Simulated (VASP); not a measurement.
A run of VASP 6.6.1 is set up as follows.

Contents of INCAR:

```
ALGO     = Normal         # electronic algorithm
EDIFF    = 1E-6           # SCF threshold, eV
EDIFFG   = -0.005         # ionic threshold
ENCUT    = 600            # plane-wave cutoff, eV
GGA      = PS             # functional
IBRION   = 2              # ionic algorithm
ISIF     = 3              # what is computed and relaxed
ISMEAR   = 0              # smearing method
LASPH    = T              # aspherical terms in the spheres
LCHARG   = F              # write CHGCAR
LREAL    = F              # projectors in reciprocal space
LWAVE    = F              # write WAVECAR
NELM     = 100            # most SCF steps
NSW      = 80             # ionic steps
PREC     = Accurate       # precision mode
SIGMA    = 0.1            # smearing width, eV
```

KPOINTS

```
k-points
0
Gamma
  16 16 16
```

Contents of POSCAR:

```
W
1.0
   -1.5850000000      1.5850000000      1.5850000000
    1.5850000000     -1.5850000000      1.5850000000
    1.5850000000      1.5850000000     -1.5850000000
W
1
Direct
    0.0000000000      0.0000000000      0.0000000000
```

Potentials or basis: VASP PAW PBE potentials, release 64 (W_sv).

Command:

```bash
$ cat potpaw_PBE.64/W_sv/POTCAR > POTCAR
$ mpirun -np 1 vasp_std > vasp.out
```

Task: Predict the space group after relaxing (to 0.05 Å).

Result: Im-3m (No. 229).

Task: Estimate the relaxed cell.

Result: a = 2.733 Å, b = 2.733 Å, c = 2.733 Å, α = 109.47°, β = 109.47°, γ = 109.47°.

Final structure:
```
W
1.0
    -1.57786    1.57786    1.57786
     1.57786   -1.57786    1.57786
     1.57786    1.57786   -1.57786
W
1
Cartesian
  0.0000 0.0000 0.0000
```
